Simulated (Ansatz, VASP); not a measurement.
# One calculation of RbBiAs, two programs

```
Rb Bi As
1.0
     5.44436    0.00000    0.00000
     0.00000    5.44436    0.00000
     0.00000    0.00000    8.01553
Rb Bi As
2 2 2
Direct
  0.50000 0.00000 0.32000
  0.00000 0.50000 0.68000
  0.50000 0.00000 0.85383
  0.00000 0.50000 0.14617
  0.00000 0.00000 0.00000
  0.50000 0.50000 0.00000
```

Alike in both runs: functional PBE; k mesh 4 × 4 × 2; occupations gaussian, width 0.1 eV; no spin polarisation.

Ansatz relaxed the structure, and its values are those at the end. VASP's run is a single point on that final structure, the one shown.

|  | VASP | Ansatz |
| --- | --- | --- |
| version | VASP 6.6.1 | Ansatz 0.2.0 |
| potentials or method | VASP PAW PBE potentials, release 64 (Rb_sv, Bi_d, As), cutoff 520 eV | scalar-relativistic, plane waves, PAW |
| valence electrons in the cell | 58 | 78 |

|  | VASP | Ansatz | Ansatz less VASP |
| --- | --- | --- | --- |
| gap on the k mesh at the Fermi level (eV) | none | none | - |
| pressure (GPa) | 0.2 | 0.2 | -0.01 |
| rms of the force components (eV/Å) | 0.004 | 0.004 | -0.0002 |

A gap of «none» marks a metal or a gap that the smearing closes. VASP's potentials hold 58 valence electrons a cell and Ansatz's 78, so a difference there can come from the potentials and not from the codes.

The k mesh is coarse, so the values compare programs but aren't converged. Spin-orbit coupling is off throughout.
